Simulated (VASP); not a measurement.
# TiC (P-6m2) in VASP: notebook

The runs below take TiC through relaxation of cell and atoms, single point, with PBE.

All numbers are computed with VASP 6.6.1; they aren't measurements. Logs are shortened: lines on timing, memory, paths and dates and some standing lists are left out, and cuts for length are marked.

### Step 1. The cell of the first run

It takes space group P-6m2 (No. 187, hexagonal). The conventional cell has a = 3.043 Å, b = 3.043 Å, c = 2.697 Å, α = 90.00°, β = 90.00°, γ = 120.00°. Ti (site symmetry -6m2) has 6 C at 2.21 Å and 2 Ti at 2.70 Å within 2.9 Å. C (site symmetry -6m2) has 6 Ti at 2.21 Å and 2 C at 2.70 Å within 2.9 Å.

### Step 2. Relaxation of cell and atoms, PBE

The input, INCAR:

```
PREC = Accurate ; ENCUT = 600
EDIFF = 1E-7 ; ISMEAR = 0
SIGMA = 0.1 ; LREAL = F
LASPH = T ; NELM = 100
ALGO = Normal ; ISIF = 3
LWAVE = F ; LCHARG = F
GGA = PE ; IBRION = 2
NSW = 100 ; EDIFFG = -0.01
```

The input, KPOINTS:

```
Automatic mesh
0
Gamma
  24 24 20
```

The input, POSCAR:

```
TiC
1.0
    3.0428547317      0.0000000000      0.0000000000
   -1.5214273658      2.6351894977      0.0000000000
    0.0000000000      0.0000000000      2.6968104056
Ti C
1 1
Direct
    0.3333333333      0.6666666667      0.5000000000
    0.6666666667      0.3333333333      0.0000000000
```

Potentials or basis: VASP PAW PBE potentials, release 64 (Ti_sv, C).

On the command line:

```console
$ cat potpaw_PBE.64/Ti_sv/POTCAR potpaw_PBE.64/C/POTCAR > POTCAR
$ mpirun -np 1 vasp_std > vasp.out
```

OUTCAR:

```text
PREC = Accurate
   ENCUT = 600
   EDIFF = 1E-7
   ISMEAR = 0
   LREAL = F
   LASPH = T
   NELM = 100
   ISIF = 3
   GGA = PE
   IBRION = 2
   NSW = 100
   EDIFFG = -0.01

 ion  position               nearest neighbor table
   1  0.333  0.667  0.500-   2 2.21   2 2.21   2 2.21   2 2.21   2 2.21   2 2.21
   2  0.667  0.333  0.000-   1 2.21   1 2.21   1 2.21   1 2.21   1 2.21   1 2.21

  LATTYP: Found a hexagonal cell.
 ALAT       =     3.0428547317
 C/A-ratio  =     0.8862764224

  Lattice vectors:

 A1 = (   3.0428547317,   0.0000000000,   0.0000000000)
 A2 = (  -1.5214273658,   2.6351894977,   0.0000000000)
 A3 = (   0.0000000000,   0.0000000000,   2.6968104056)

Analysis of symmetry for initial positions (statically):
=====================================================================
 Subroutine PRICEL returns:
 Original cell was already a primitive cell.

 Routine SETGRP: Setting up the symmetry group for a
 hexagonal supercell.

 Subroutine GETGRP returns: Found 12 space group operations
 (whereof 12 operations were pure point group operations)
 out of a pool of 24 trial point group operations.

The static configuration has the point symmetry D_3h.

Analysis of symmetry for dynamics (positions and initial velocities):
=====================================================================
 Subroutine PRICEL returns:
 Original cell was already a primitive cell.

 Routine SETGRP: Setting up the symmetry group for a
 hexagonal supercell.

 Subroutine GETGRP returns: Found 12 space group operations
 (whereof 12 operations were pure point group operations)
 out of a pool of 24 trial point group operations.

The dynamic configuration has the point symmetry D_3h.

 Subroutine INISYM returns: Found 12 space group operations
 (whereof 12 operations are pure point group operations),
 and found     1 'primitive' translations

----------------------------------------------------------------------------------------

                                     Primitive cell

  volume of cell :      21.6244

  direct lattice vectors                    reciprocal lattice vectors
     3.042854732  0.000000000  0.000000000     0.328638758  0.189739675  0.000000000
[... 145 lines left out ...]
  external PRESSURE =       0.9845559 kB  Pullay stress =       0.0000000 kB

 VOLUME and BASIS-vectors are now :
 -----------------------------------------------------------------------------
  energy-cutoff  :      600.00
  volume of cell :       21.62
      direct lattice vectors                 reciprocal lattice vectors
     3.042854732  0.000000000  0.000000000     0.328638758  0.189739675  0.000000000
    -1.521427366  2.635189498  0.000000000     0.000000000  0.379479351  0.000000000
     0.000000000  0.000000000  2.696810406     0.000000000  0.000000000  0.370808418

 POSITION                                       TOTAL-FORCE (eV/Angst)
 -----------------------------------------------------------------------------------
     -0.00000      1.75679      1.34841         0.000000     -0.000000      0.000000
      1.52143      0.87840      0.00000        -0.000000      0.000000      0.000000
 -----------------------------------------------------------------------------------
    total drift:                                0.000000     -0.000000     -0.000000

  FREE ENERGIE OF THE ION-ELECTRON SYSTEM (eV)
  ---------------------------------------------------
  free  energy   TOTEN  =       -17.3566853228 eV

  energy  without entropy=      -17.3554513678  energy(sigma->0) =      -17.35606835

--------------------------------------- Ionic step        2  -------------------------------------------

 number of electron      15.9999998 magnetization

 Free energy of the ion-electron system (eV)
  ---------------------------------------------------
  ext. energy  EPLUGINS =         0.00000000
  ---------------------------------------------------
  free energy    TOTEN  =       -17.35668676 eV

  energy without entropy =      -17.35546371  energy(sigma->0) =      -17.35607523

 E-fermi :   8.5809     XC(G=0): -12.2893

 val. band max:        8.5788596643   @ k =   0.4167   0.0000   0.0500
 cond. band min:       8.5870597638   @ k =   0.3333   0.0417   0.0000
 fundamental gap:      0.0082000995
 Fermi energy:         8.5808505156

 k-point     1 :       0.0000    0.0000    0.0000
  band No.  band energies     occupation
      1     -47.9444      2.00000
      2     -24.1028      2.00000
      3     -24.1028      2.00000
      4     -23.6414      2.00000
      5      -3.3891      2.00000
      6       7.0158      2.00000
      7       7.0158      2.00000
      8       7.6541      2.00000
      9      10.9043      0.00000
     10      11.9377      0.00000
     11      11.9377      0.00000
     12      14.2744      0.00000
[... 331 lines left out ...]
 k-point    24 :       0.4583    0.0417    0.0000
  band No.  band energies     occupation
      1     -47.8915      2.00000
      2     -24.4986      2.00000
      3     -24.1977      2.00000
      4     -23.5941      2.00000
      5      -1.0005      2.00000
      6       3.7807      2.00000
      7       7.7511      2.00000
      8       8.3159      1.99982
      9       8.8952      0.00001
     10      11.6131      0.00000
     11      12.0299      0.00000
     12      12.3349      0.00000

 [... further k-points ...]
[... 5 lines left out ...]
  --------------------------------------------------------------------------------------
  -------------------------------------------------------------------------------------
  Total       -0.0160858     -0.0160858     -0.0169468     -0.0000000     -0.0000000      0.0000000
  in kB       -1.1906697     -1.1906697     -1.2544005     -0.0000000     -0.0000000      0.0000000
  external PRESSURE =      -1.2119133 kB  Pullay stress =       0.0000000 kB

 VOLUME and BASIS-vectors are now :
 -----------------------------------------------------------------------------
  energy-cutoff  :      600.00
  volume of cell :       21.65
      direct lattice vectors                 reciprocal lattice vectors
     3.043333290  0.000000000 -0.000000000     0.328587080  0.189709839  0.000000000
    -1.521666645  2.635603942  0.000000000    -0.000000000  0.379419678  0.000000000
     0.000000000 -0.000000000  2.698555395     0.000000000 -0.000000000  0.370568639

 POSITION                                       TOTAL-FORCE (eV/Angst)
 -----------------------------------------------------------------------------------
     -0.00000      1.75707      1.34928         0.000000      0.000000      0.000000
      1.52167      0.87853     -0.00000        -0.000000     -0.000000      0.000000
 -----------------------------------------------------------------------------------
    total drift:                                0.000000     -0.000000     -0.000000

  FREE ENERGIE OF THE ION-ELECTRON SYSTEM (eV)
  ---------------------------------------------------
  free  energy   TOTEN  =       -17.3566867559 eV

  energy  without entropy=      -17.3554637057  energy(sigma->0) =      -17.35607523

 reached required accuracy - stopping structural energy minimisation
```

OSZICAR:

```text
N       E                     dE             d eps       ncg     rms          rms(c)
DAV:   1     0.134766752757E+03    0.13477E+03   -0.95624E+03 16104   0.178E+03
DAV:   2    -0.832781706952E+01   -0.14309E+03   -0.13638E+03 16572   0.407E+02
[... 16 lines left out ...]
DAV:   1    -0.173568580021E+02   -0.17260E-03   -0.42888E-03 18000   0.113E+00    0.126E-01
DAV:   2    -0.173567350472E+02    0.12295E-03   -0.10987E-03 20772   0.489E-01    0.482E-02
DAV:   3    -0.173566874615E+02    0.47586E-04   -0.21936E-04 20952   0.151E-01    0.199E-02
DAV:   4    -0.173566840543E+02    0.34073E-05   -0.49588E-05 18352   0.782E-02    0.970E-03
DAV:   5    -0.173566866026E+02   -0.25484E-05   -0.72622E-06 20212   0.310E-02    0.279E-03
DAV:   6    -0.173566867455E+02   -0.14292E-06   -0.27234E-06 19956   0.121E-02    0.263E-03
DAV:   7    -0.173566867559E+02   -0.10360E-07   -0.50907E-07 16272   0.765E-03
   2 F= -.17356687E+02 E0= -.17356075E+02  d E =-.143313E-05
```

CONTCAR:

```text
TiC
   1.00000000000000
     3.0433332904349748    0.0000000000000091   -0.0000000000000000
    -1.5216666451674716    2.6356039417216972    0.0000000000000000
     0.0000000000000000   -0.0000000000000000    2.6985553954094001
  Ti              C
     1     1
Direct
     0.3333333332999970    0.6666666667000030    0.5000000000000000
     0.6666666667000030    0.3333333332999970    0.0000000000000000

  0.00000000E+00  0.00000000E+00  0.00000000E+00
  0.00000000E+00  0.00000000E+00  0.00000000E+00
```

Run time: 2.1 min. Hardware: 1 thread of AMD EPYC 9R45 (Zen 5), shared host; peak memory 0.31 GiB.

What came out:

```yaml
Free_energy: -17.3567 eV
Relaxed_volume: 10.82 Å³/atom
Relaxed_cell: a = 3.043 Å, b = 3.043 Å, c = 2.699 Å, α = 90.00°, β = 90.00°, γ = 120.00°
Space_group_after_relaxing_to_0.05_Å: P-6m2 (No. 187)
Energy_gained_by_relaxing: 0.0 meV/atom
Ionic_steps: 2
Pressure_after_relaxing: -0.1 GPa
Band_gap_on_the_k_mesh: zero (band 8 reaches 8.65 eV, above the bottom of band 9 at 8.52 eV)
```

Final structure:
```xyz
2
Lattice="3.0433 0.0000 0.0000 -1.5217 2.6356 0.0000 0.0000 0.0000 2.6986" Properties=species:S:1:pos:R:3 pbc="T T T"
Ti    0.0000    1.7571    1.3493
C     1.5217    0.8785    0.0000
```

Levels at points of the mesh, in eV from the Fermi level:
```
           k point  band 6  band 7  band 8  band 9  band 10  band 11
(0.00, 0.00, 0.00)   -1.57   -1.57   -0.93    2.32     3.36     3.36
(0.50, 0.00, 0.00)   -4.84   -0.73   -0.27    0.24     3.06     3.49
(0.00, 0.00, 0.50)   -5.57   -0.48   -0.48    1.16     1.16     4.75
(0.50, 0.00, 0.50)   -3.98   -2.54   -2.19    1.51     3.30     4.37
```

### Step 3. Single point, PBE

This run uses another cell than the first one, of 13.99 Å³/atom, 1.294 times its volume.

The input, INCAR:

```
ALGO = Normal ; EDIFF = 1E-6
ENCUT = 520 ; GGA = PE
ISIF = 2 ; ISMEAR = 0
LASPH = T ; LCHARG = F
LREAL = F ; LWAVE = F
NBANDS = 15 ; NELM = 100
PREC = Accurate ; SIGMA = 0.1
```

The input, KPOINTS:

```
k-points
0
Gamma
  6 6 6
```

The input, POSCAR:

```
TiC
1.0
    3.2133647700      0.0000000000      0.0000000000
   -1.6066823900      2.7828555200      0.0000000000
    0.0000000000      0.0000000000      3.1284275100
Ti C
1 1
Direct
    0.3333333300      0.6666666700      0.5000000000
    0.6666666700      0.3333333300      0.0000000000
```

Potentials or basis: VASP PAW PBE potentials, release 64 (Ti_sv, C).

On the command line:

```console
$ cat potpaw_PBE.64/Ti_sv/POTCAR potpaw_PBE.64/C/POTCAR > POTCAR
$ mpirun -np 1 vasp_std > vasp.out
```

OUTCAR:

```text
EDIFF = 1E-6
   ENCUT = 520
   GGA = PE
   ISIF = 2
   ISMEAR = 0
   LASPH = T
   LREAL = F
   NELM = 100
   PREC = Accurate

 ion  position               nearest neighbor table
   1  0.333  0.667  0.500-   2 2.43   2 2.43   2 2.43   2 2.43   2 2.43   2 2.43
   2  0.667  0.333  0.000-   1 2.43   1 2.43   1 2.43   1 2.43   1 2.43   1 2.43

  LATTYP: Found a hexagonal cell.
 ALAT       =     3.2133647700
 C/A-ratio  =     0.9735675013

  Lattice vectors:

[... 609 lines left out ...]
      8       4.9861      2.00000
      9       6.2916      0.00007
     10       7.9134      0.00000
     11       9.0329      0.00000
     12       9.5253      0.00000
     13      11.0946      0.00000
     14      14.1883      0.00000
     15      17.2765      0.00000

 [... further k-points ...]
[... 5 lines left out ...]
  --------------------------------------------------------------------------------------
  -------------------------------------------------------------------------------------
  Total       -4.1772333     -4.1772333     -9.4213520      0.0000000     -0.0000000      0.0000000
  in kB     -239.2337951   -239.2337946   -539.5690461      0.0000004     -0.0000000      0.0000000
  external PRESSURE =    -339.3455453 kB  Pullay stress =       0.0000000 kB

 VOLUME and BASIS-vectors are now :
 -----------------------------------------------------------------------------
  energy-cutoff  :      520.00
  volume of cell :       27.98
      direct lattice vectors                 reciprocal lattice vectors
     3.213364770  0.000000000  0.000000000     0.311200275  0.179671563  0.000000000
    -1.606682390  2.782855520  0.000000000     0.000000000  0.359343125  0.000000000
     0.000000000  0.000000000  3.128427510     0.000000000  0.000000000  0.319649408

 POSITION                                       TOTAL-FORCE (eV/Angst)
 -----------------------------------------------------------------------------------
     -0.00000      1.85524      1.56421        -0.000000      0.000000      0.000000
      1.60668      0.92762      0.00000         0.000000     -0.000000      0.000000
 -----------------------------------------------------------------------------------
    total drift:                                0.000026     -0.000015     -0.000000

  FREE ENERGIE OF THE ION-ELECTRON SYSTEM (eV)
  ---------------------------------------------------
  free  energy   TOTEN  =       -16.3477577926 eV

  energy  without entropy=      -16.3448979738  energy(sigma->0) =      -16.34632788
```

OSZICAR:

```text
N       E                     dE             d eps       ncg     rms          rms(c)
DAV:   1     0.129928562507E+03    0.12993E+03   -0.82927E+03   840   0.123E+03
DAV:   2    -0.974918058209E+01   -0.13968E+03   -0.13190E+03   896   0.335E+02
DAV:   3    -0.224493094084E+02   -0.12700E+02   -0.12500E+02  1542   0.876E+01
DAV:   4    -0.228145272337E+02   -0.36522E+00   -0.36498E+00   889   0.134E+01
DAV:   5    -0.228226371474E+02   -0.81099E-02   -0.81095E-02  1154   0.181E+00    0.150E+01
DAV:   6    -0.194973502519E+02    0.33253E+01   -0.14835E+01  1225   0.542E+01    0.141E+01
DAV:   7    -0.166289981525E+02    0.28684E+01   -0.61989E+00  1043   0.342E+01    0.418E+00
DAV:   8    -0.165686653002E+02    0.60333E-01   -0.41464E-01   861   0.478E+00    0.355E+00
DAV:   9    -0.163763386413E+02    0.19233E+00   -0.14647E-01   998   0.576E+00    0.150E+00
DAV:  10    -0.163618106269E+02    0.14528E-01   -0.14828E-01  1094   0.480E+00    0.135E+00
DAV:  11    -0.163486729802E+02    0.13138E-01   -0.24204E-02   861   0.247E+00    0.372E-01
DAV:  12    -0.163477597702E+02    0.91321E-03   -0.30289E-03  1081   0.757E-01    0.550E-02
DAV:  13    -0.163477505280E+02    0.92422E-05   -0.16401E-04   883   0.125E-01    0.258E-02
DAV:  14    -0.163477571593E+02   -0.66314E-05   -0.14518E-05   980   0.443E-02    0.901E-03
DAV:  15    -0.163477577926E+02   -0.63326E-06   -0.55135E-07   819   0.107E-02
   1 F= -.16347758E+02 E0= -.16346328E+02  d E =-.285982E-02
```

Run time: 6.4 s. Hardware: 1 thread of AMD EPYC 9R45 (Zen 5), shared host; peak memory 0.11 GiB.

What came out:

```yaml
Free_energy: -16.3478 eV
Pressure: -33.9 GPa
```

Levels at points of the mesh, in eV from the Fermi level:
| k point | band 5 | band 6 | band 7 | band 8 | band 9 | band 10 | band 11 | band 12 |
| --- | --- | --- | --- | --- | --- | --- | --- | --- |
| (0.00, 0.00, 0.00) | -10.79 | -0.78 | -0.78 | -0.64 | 0.92 | 2.24 | 2.24 | 4.08 |
| (0.50, 0.00, 0.00) | -8.82 | -3.97 | -0.89 | -0.44 | 0.54 | 1.98 | 2.57 | 2.92 |
| (0.00, 0.00, 0.50) | -8.98 | -4.79 | 0.08 | 0.08 | 0.76 | 0.76 | 2.72 | 3.88 |
| (0.50, 0.00, 0.50) | -8.25 | -3.15 | -2.41 | -1.30 | 0.78 | 2.38 | 2.92 | 3.69 |

Caveat: the k points lie up to 0.38 Å⁻¹ apart.

(Continued in part 2 of 3.)
